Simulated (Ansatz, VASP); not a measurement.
One calculation of Na, two programs

```xyz
2
Lattice="3.7795 0.0000 0.0000 -1.8898 3.2732 0.0000 0.0000 0.0000 6.1744" Properties=species:S:1:pos:R:3 pbc="T T T"
Na    0.0000    2.1821    1.5436
Na    1.8898    1.0911    4.6308
```

Change from the starting cell: volume scaled by 1.01, crystal datasets.

Alike in both runs: task electric field gradients; functional PBEsol; k mesh 13 × 13 × 7; occupations fermi-dirac, width 0.05 eV; no spin polarisation.

|  | VASP | Ansatz |
| --- | --- | --- |
| version | VASP 6.6.1 | Ansatz 0.2.0 |
| potentials or method | VASP PAW PBE potentials, release 64 (Na_pv), cutoff 520 eV | all-electron PAW with datasets made for the crystal, scalar-relativistic |

Ansatz gave:

```
pressure (GPa)                                                : -0.3
traceless stress, the component that is largest in VASP (GPa) : 0.08
size of Vzz on the site where it differs most (V/Å²)          : 0.2
```

Estimate VASP's values.

pressure (GPa): -0.3; traceless stress, the component that is largest in VASP (GPa): 0.08; size of Vzz on the site where it differs most (V/Å²): 0.3.

VASP's potentials were made for PBE, not for PBEsol. Ansatz ran all-electron here, and VASP with PAW potentials.
